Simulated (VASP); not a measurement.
# WSe2 in VASP: single point with r2SCAN

Aim: the single point of WSe2 with r2SCAN.

All numbers are computed with VASP 6.6.1; they aren't measurements. Logs are shortened: lines on timing, memory, paths and dates and some standing lists are left out, and cuts for length are marked.

### Step 1. The cell of the first run

The cell holds a slab with vacuum, 9 atoms: a = 3.281 Å, b = 3.281 Å, c = 58.315 Å, α = 90.00°, β = 90.00°, γ = 120.00°.

### Step 2. Single point, r2SCAN

File POSCAR:

```
WSe2
1.0
    3.2812575916      0.0000000000      0.0000000000
   -1.6406287958      2.8416524307      0.0000000000
    0.0000000000      0.0000000000     58.3145857362
Se W
6 3
Direct
    0.3333333333      0.6666666667      0.3613711771
    0.3333333333      0.6666666667      0.4191631690
    0.6666666667      0.3333333333      0.4711303685
    0.6666666667      0.3333333333      0.5288696315
    0.3333333333      0.6666666667      0.5808368310
    0.3333333333      0.6666666667      0.6386288229
    0.6666666667      0.3333333333      0.3902732527
    0.3333333333      0.6666666667      0.5000000000
    0.6666666667      0.3333333333      0.6097267473
```

File INCAR.step1:

```
  ALGO = Normal
  DIPOL = 0.5 0.5 0.500
  EDIFF = 1E-4
  ENCUT = 520
  GGA = PE
  IDIPOL = 3
  ISMEAR = 0
  LASPH = T
  LCHARG = F
  LDIPOL = T
  LREAL = F
  LWAVE = T
  NBANDS = 49
  NELM = 100
  PREC = Accurate
  SIGMA = 0.02
```

File INCAR.step2:

```
  ALGO = Normal
  DIPOL = 0.5 0.5 0.500
  EDIFF = 1E-7
  ENCUT = 520
  IDIPOL = 3
  ISIF = 2
  ISMEAR = 0
  ISTART = 1
  LASPH = T
  LCHARG = F
  LDIPOL = T
  LMIXTAU = T
  LREAL = F
  LWAVE = F
  METAGGA = R2SCAN
  NBANDS = 49
  NELM = 100
  PREC = Accurate
  SIGMA = 0.02
```

File KPOINTS:

```
k-points
0
Gamma
  9 9 1
```

Potentials or basis: VASP PAW PBE potentials, release 64 (Se, W_sv).

The run is started by

```sh
cat potpaw_PBE.64/Se/POTCAR potpaw_PBE.64/W_sv/POTCAR > POTCAR
cp INCAR.step1 INCAR
mpirun -np 1 vasp_std > vasp.out
cp INCAR.step2 INCAR
mpirun -np 1 vasp_std > vasp.out
```

OUTCAR:

```text
EDIFF = 1E-7
   ENCUT = 520
   ISIF = 2
   ISMEAR = 0
   ISTART = 1
   LASPH = T
   LREAL = F
   METAGGA = R2SCAN
   NELM = 100
   PREC = Accurate

 ion  position               nearest neighbor table
   1  0.333  0.667  0.361-   7 2.54   7 2.54   7 2.54
   2  0.333  0.667  0.419-   7 2.54   7 2.54   7 2.54
   3  0.667  0.333  0.471-   8 2.53   8 2.53   8 2.53
   4  0.667  0.333  0.529-   8 2.53   8 2.53   8 2.53
   5  0.333  0.667  0.581-   9 2.54   9 2.54   9 2.54
   6  0.333  0.667  0.639-   9 2.54   9 2.54   9 2.54
   7  0.667  0.333  0.390-   2 2.54   2 2.54   2 2.54   1 2.54   1 2.54   1 2.54
   8  0.333  0.667  0.500-   3 2.53   4 2.53   3 2.53   4 2.53   3 2.53   4 2.53
   9  0.667  0.333  0.610-   5 2.54   5 2.54   5 2.54   6 2.54   6 2.54   6 2.54

  LATTYP: Found a hexagonal cell.
 ALAT       =     3.2812575916
 C/A-ratio  =    17.7720231065

  Lattice vectors:

 A1 = (   3.2812575916,   0.0000000000,   0.0000000000)
 A2 = (  -1.6406287958,   2.8416524307,   0.0000000000)
 A3 = (   0.0000000000,   0.0000000000,  58.3145857362)

Analysis of symmetry for initial positions (statically):
=====================================================================
 Subroutine PRICEL returns:
 Original cell was already a primitive cell.

 Routine SETGRP: Setting up the symmetry group for a
 hexagonal supercell.

 Subroutine GETGRP returns: Found 12 space group operations
 (whereof 12 operations were pure point group operations)
 out of a pool of 24 trial point group operations.

The static configuration has the point symmetry D_3h.

Analysis of symmetry for dynamics (positions and initial velocities):
=====================================================================
 Subroutine PRICEL returns:
 Original cell was already a primitive cell.

 Routine SETGRP: Setting up the symmetry group for a
 hexagonal supercell.

 Subroutine GETGRP returns: Found 12 space group operations
 (whereof 12 operations were pure point group operations)
 out of a pool of 24 trial point group operations.

The dynamic configuration has the point symmetry D_3h.

 Subroutine INISYM returns: Found 12 space group operations
 (whereof 12 operations are pure point group operations),
 and found     1 'primitive' translations

[... 106 lines left out ...]
   NELECT =      78.0000    total number of electrons
   NUPDOWN=      -1.0000    fix difference up-down
   EMIN   =  10.00;   EMAX   =-10.00  energy-range for DOS
   EFERMI =   0.00;   METHOD = LEGACY
   ISMEAR =     0;   SIGMA  =   0.02  broadening in eV -4-tet -1-fermi 0-gaus
   EFERMI_NEDOS =   21; number of points for ismear=-14 and -15
   IALGO  =     38    algorithm
   IMIX   =      4    mixing-type and parameters
     AMIX     =   0.40;   BMIX     =  1.00
     AMIX_MAG =   1.60;   BMIX_MAG =  1.00
  volume/ion in A,a.u.               =      60.42       407.70
  Fermi-wavevector in a.u.,A,eV,Ry     =   0.856992  1.619480  9.992604  0.734436
  Thomas-Fermi vector in A             =   1.973978
   LORBIT       =      0    0 simple, 1 ext, 2 COOP (PROOUT), +10 PAW based schemes
   METAGGA = R2SCAN    functional components
   LHFCALC =     F    Hartree Fock is set to
   AEXX    =    0.0000 exact exchange contribution
   IVDW    =     0    specifies the selected vdW correction
   LEPSILON=     F    determine dielectric tensor
   LRPA    =     F    only Hartree local field effects (RPA)
 non-spin polarized calculation
 Gauss-broadening in eV      SIGMA  =   0.02
  energy-cutoff  :      520.00
  volume of cell :      543.74
 maximum number of plane-waves:     14754
   NGX = 13   NGY = 13   NGZ =217

 dipolmoment           0.000000      0.000000      0.000000 electrons x Angstroem

 number of electron      77.9999991 magnetization

 dipolmoment           0.000000      0.000000     -0.000000 electrons x Angstroem

 Free energy of the ion-electron system (eV)
  ---------------------------------------------------
  ext. energy  EPLUGINS =         0.00000000
  ---------------------------------------------------
  free energy    TOTEN  =      -245.22160423 eV

  energy without entropy =     -245.22160423  energy(sigma->0) =     -245.22160423

 E-fermi :  -1.1982     XC(G=0):  -3.9324

 val. band max:       -1.3037816293   @ k =   0.0000   0.0000   0.0000
 cond. band min:       0.0152260831   @ k =   0.2222   0.1111   0.0000
 fundamental gap:      1.3190077124
 Fermi energy:        -1.1981519666

 k-point     1 :       0.0000    0.0000    0.0000
  band No.  band energies     occupation
      1     -77.5526      2.00000
      2     -77.5505      2.00000
      3     -77.5505      2.00000
      4     -41.1515      2.00000
      5     -41.1484      2.00000
      6     -41.1484      2.00000
[... 613 lines left out ...]
     48       2.1463      0.00000
     49       3.5174      0.00000

------------------------ aborting loop because EDIFF is reached ----------------------------------------

 vacuum level on the upper side and lower side of the slab       (xc-potential included)        -0.011        -0.011

  FORCE on cell =-STRESS in cart. coord.  units (eV):
  Direction    XX          YY          ZZ          XY          YZ          ZX
  --------------------------------------------------------------------------------------
  -------------------------------------------------------------------------------------
  Total        2.7631074      2.7631074      0.1113694      0.0000000      0.0000000      0.0000000
  in kB        8.1417895      8.1417895      0.3281617      0.0000000      0.0000000      0.0000000
  external PRESSURE =       5.5372469 kB  Pullay stress =       0.0000000 kB

 VOLUME and BASIS-vectors are now :
 -----------------------------------------------------------------------------
  energy-cutoff  :      520.00
  volume of cell :      543.74
      direct lattice vectors                 reciprocal lattice vectors
     3.281257592  0.000000000  0.000000000     0.304761200  0.175953961  0.000000000
    -1.640628796  2.841652431  0.000000000     0.000000000  0.351907921  0.000000000
     0.000000000  0.000000000 58.314585736     0.000000000  0.000000000  0.017148368

 POSITION                                       TOTAL-FORCE (eV/Angst)
 -----------------------------------------------------------------------------------
     -0.00000      1.89443     21.07321        -0.000000      0.000000      0.182235
     -0.00000      1.89443     24.44333        -0.000000      0.000000     -0.325771
      1.64063      0.94722     27.47377        -0.000000      0.000000      0.305067
      1.64063      0.94722     30.84081         0.000000     -0.000000     -0.305067
     -0.00000      1.89443     33.87126        -0.000000      0.000000      0.325771
     -0.00000      1.89443     37.24138        -0.000000      0.000000     -0.182235
      1.64063      0.94722     22.75862         0.000000     -0.000000     -0.081426
     -0.00000      1.89443     29.15729        -0.000000     -0.000000     -0.000000
      1.64063      0.94722     35.55596         0.000000      0.000000      0.081426
 -----------------------------------------------------------------------------------
    total drift:                               -0.000000      0.000000     -0.000000

  FREE ENERGIE OF THE ION-ELECTRON SYSTEM (eV)
  ---------------------------------------------------
  free  energy   TOTEN  =      -245.2216042320 eV

  energy  without entropy=     -245.2216042320  energy(sigma->0) =     -245.22160423

 vacuum level on the upper side and lower side of the slab         3.692         3.692
```

It took 48 min on 1 thread of Intel Xeon Platinum 8488C (Sapphire Rapids), shared host; peak memory 0.79 GiB.

What came out:

* Free energy: -245.2216 eV
* Largest force: 0.326 eV/Å
* Band gap on the k mesh: 1.32 eV (least direct gap 1.71 eV)

Forces on the atoms (eV/Å):
```
Se   0.000  0.000  0.182
Se   0.000  0.000 -0.326
Se   0.000  0.000  0.305
Se   0.000  0.000 -0.305
Se   0.000  0.000  0.326
Se   0.000  0.000 -0.182
W    0.000  0.000 -0.081
W    0.000  0.000  0.000
W    0.000  0.000  0.081
```

Caveat: the PAW data sets were made with another functional, which shifts forces and pressure a little; spin-orbit coupling is left out, which moves the levels of the heavy elements.
